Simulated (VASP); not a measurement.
Crystal: TiTl2H4.

```
Ti Tl H
1.0
    -3.07505    3.07505    2.51245
     3.07505   -3.07505    2.51245
     3.07505    3.07505   -2.51245
Ti Tl H
1 2 4
Direct
  0.00000 0.00000 0.00000
  0.75000 0.25000 0.50000
  0.25000 0.75000 0.50000
  0.30300 0.30300 0.60600
  0.30300 0.69700 0.00000
  0.69700 0.69700 0.39400
  0.69700 0.30300 0.00000
```

| Quantity | Value |
| --- | --- |
| Program | VASP 6.6.1 |
| Task | relaxation of cell and atoms |
| Functional | PBE |
| Potentials or basis | VASP PAW PBE potentials, release 64 (Ti_sv, Tl_d, H_h) |
| Cutoff | 1230 eV |
| k mesh | 4 × 4 × 4 |
| Occupations | gaussian, width 0.1 eV |
| Spin | no spin polarisation |

At the start: pressure 6.1 GPa; volume 13.58 Å³/atom.

**Question.** How do energy, volume and symmetry change on relaxing?

**Answer.** Over 12 steps the energy falls by 798.2 meV/atom and the volume is 14.30 Å³/atom (+5.4 %); space group I4/mmm (No. 139, to 0.1 Å) before and after.

The path:
```tsv
step	energy change (eV)	largest force (eV/Å)	pressure (GPa)	volume (Å³)
1	0.0000	0.4869	6.13	95.03
2	-1.6947	1.0298	-1.99	101.67
3	-2.8092	1.3699	-6.33	108.20
4	-3.8911	1.4403	-8.19	117.41
5	-5.3117	0.5547	-2.06	99.52
6	-5.3297	0.3155	-0.64	97.50
7	-5.3302	0.3663	-0.94	97.90
8	-5.4176	0.2959	-0.28	96.71
9	-5.5281	0.0950	2.01	93.09
10	-5.5756	0.1667	-0.05	98.16
11	-5.5774	0.1848	-0.47	99.37
12	-5.5877	0.0318	0.09	100.12
```

Final structure:
```
Ti Tl H
1.0
    -2.61210    2.61210    3.66834
     2.61210   -2.61210    3.66834
     2.61210    2.61210   -3.66834
Ti Tl H
1 2 4
Direct
  0.00000 0.00000 0.00000
  0.75000 0.25000 0.50000
  0.25000 0.75000 0.50000
  0.24776 0.24776 0.49551
  0.24776 0.75224 0.00000
  0.75224 0.75224 0.50449
  0.75224 0.24776 0.00000
```

Caveat: the k points lie up to 0.37 Å⁻¹ apart in the final cell, too coarse for converged energies and pressures of a metal.
